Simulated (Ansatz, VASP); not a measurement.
# One calculation of Zn, two programs

```xyz
1
Lattice="2.5636 0.0000 0.0000 0.0000 2.5636 0.0000 0.0000 0.0000 2.5636" Properties=species:S:1:pos:R:3 pbc="T T T"
Zn    0.0000    0.0000    0.0000
```

Alike in both runs: functional PBEsol; k mesh 12 × 12 × 12; occupations fermi-dirac, width 0.1 eV; no spin polarisation.

Ansatz relaxed the structure, and its values are those at the end. VASP's run is a single point on that final structure, the one shown.

```csv
,VASP,Ansatz
version,VASP 6.6.1,Ansatz 0.2.0
potentials or method,"VASP PAW PBE potentials, release 64 (Zn), cutoff 520 eV","plane waves (420 eV) with PAW, scalar-relativistic"
valence electrons in the cell,12,12
```

Ansatz gave:

| Property | Result |
| --- | --- |
| pressure (GPa) | 0.0 |

Problem. Which values does VASP return?

Solution. Pressure (GPa): 0.3.

VASP's potentials were made for PBE, not for PBEsol, and Ansatz warns of the same on its side. With one functional, cell and mesh, what is left measures potentials, basis and numerics.
